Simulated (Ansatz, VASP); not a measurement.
# Cr: VASP beside Ansatz

Contents of POSCAR:

```
Cr
1.0
    0.0000000000      2.5230105846      2.5230105846
    2.5230105846      0.0000000000      2.5230105846
    2.5230105846      2.5230105846      0.0000000000
Cr
2
Direct
    1.0000000000      0.0000000000      0.0000000000
    0.5000000000      0.5000000000      0.5000000000
```

INCAR.step1

```
SYSTEM = Cr
ALGO     = Normal         ! electronic algorithm
EDIFF    = 1E-5           ! SCF threshold, eV
ENCUT    = 550            ! plane-wave cutoff, eV
GGA      = PE             ! functional
GGA_COMPAT= .False.      
ISMEAR   = -1             ! smearing method
ISPIN    = 2              ! spin polarisation
LASPH    = .True.         ! aspherical terms in the spheres
LCHARG   = .False.        ! write CHGCAR
LMAXMIX  = 4              ! l up to which the mixer works
LREAL    = .False.        ! projectors in reciprocal space
LWAVE    = .True.         ! write WAVECAR
MAGMOM   = 3.175 -3.175   ! initial moments
NBANDS   = 23             ! bands
NELM     = 200            ! most SCF steps
PREC     = Accurate       ! precision mode
SIGMA    = 0.05           ! smearing width, eV
```

File INCAR.step2:

```
SYSTEM = Cr
ALGO     = Normal         ! electronic algorithm
EDIFF    = 1E-6           ! SCF threshold, eV
ENCUT    = 550            ! plane-wave cutoff, eV
GGA_COMPAT= .False.      
ISIF     = 2              ! what is computed and relaxed
ISMEAR   = -1             ! smearing method
ISPIN    = 2              ! spin polarisation
ISTART   = 1            
LASPH    = .True.         ! aspherical terms in the spheres
LCHARG   = .True.         ! write CHGCAR
LELF     = .True.         ! ELF
LMAXMIX  = 4              ! l up to which the mixer works
LMIXTAU  = .True.       
LORBIT   = 11             ! projections on sites
LREAL    = .False.        ! projectors in reciprocal space
LVHAR    = .True.       
LWAVE    = .False.        ! write WAVECAR
MAGMOM   = 3.175 -3.175   ! initial moments
METAGGA  = R2SCAN         ! meta-GGA
NBANDS   = 23             ! bands
NELM     = 200            ! most SCF steps
PREC     = Accurate       ! precision mode
SIGMA    = 0.05           ! smearing width, eV
```

File KPOINTS:

```
k-points
0
Gamma
  18 18 18
  0 0 0
```

Input for Ansatz:

```yaml
crystal:
  lattice:
    - [0.0, 2.5230105846, 2.5230105846]
    - [2.5230105846, 0.0, 2.5230105846]
    - [2.5230105846, 2.5230105846, 0.0]
  atoms:
    - { symbol: Cr, position: [1.0, 0.0, 0.0], spin: 3.175 }
    - { symbol: Cr, position: [0.5, 0.5, 0.5], spin: -3.175 }
hamiltonian:
  xc: r2scan
  pseudopotentials:
    kind: paw
    azcp:
      Cr: "pseudopotentials/Cr.paw.azcp"
basis:
  ecutwfc: 500
  fft_grid_basis: typed
kpoints:
  mp_grid: { grid: [18, 18, 18], shift: [0, 0, 0] }
magnetization:
  spin_polarized: true
scf:
  occupations: { method: fermi_dirac, width: 0.05 }
```

Alike in both runs: task single point; functional r2SCAN; k mesh 18 × 18 × 18; occupations fermi-dirac, width 0.05 eV; collinear spin.

```csv
,VASP,Ansatz
version,VASP 6.6.1,Ansatz 0.2.0
potentials or method,"VASP PAW PBE potentials, release 64 (Cr_pv), cutoff 550 eV","plane waves (500 eV) with PAW, scalar-relativistic"
valence electrons in the cell,24,28
```

```tsv
	VASP	Ansatz	Ansatz less VASP
net moment per atom (μB)	0.00	0.00	0.000
size of the moment on the site where the two differ most (μB)	3.41	3.17	-0.243
```

VASP's potentials were made for PBE, not for r2SCAN. Site moments also hang on the region over which each program counts them. The functional is the same, so the differences come from potentials, cutoffs and numerics. VASP's potentials hold 24 valence electrons a cell and Ansatz's 28, so a difference there can come from the potentials and not from the codes. Ansatz's warnings: stability check not made.
